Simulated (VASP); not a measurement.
CdS (Greenockite):

```
CELL_PARAMETERS angstrom
4.17748 0.00000 0.00000
-2.08874 3.61781 0.00000
0.00000 0.00000 6.78162
ATOMIC_POSITIONS crystal
Cd 0.66667 0.33333 0.50000
Cd 0.33333 0.66667 0.00000
S 0.66667 0.33333 0.87500
S 0.33333 0.66667 0.37500
```

Base run:

```yaml
Program: VASP 6.6.1
Functional: PBE
Potentials_or_basis: VASP PAW PBE potentials, release 64 (Cd, S)
Cutoff: 520 eV
k_mesh: 7 × 7 × 4
Occupations: fermi-dirac, width 0.05 eV
Spin: no spin polarisation
```

Its results: band gap on the k mesh 1.15 eV, direct; pressure 1.2 GPa; largest force 0.065 eV/Å.

Question: The run is repeated on the same cell with these changes: functional from PBE to PBE exchange alone. What comes out?

Answer: Band gap on the k mesh 1.12 eV, direct; pressure 9.5 GPa; largest force 0.064 eV/Å.

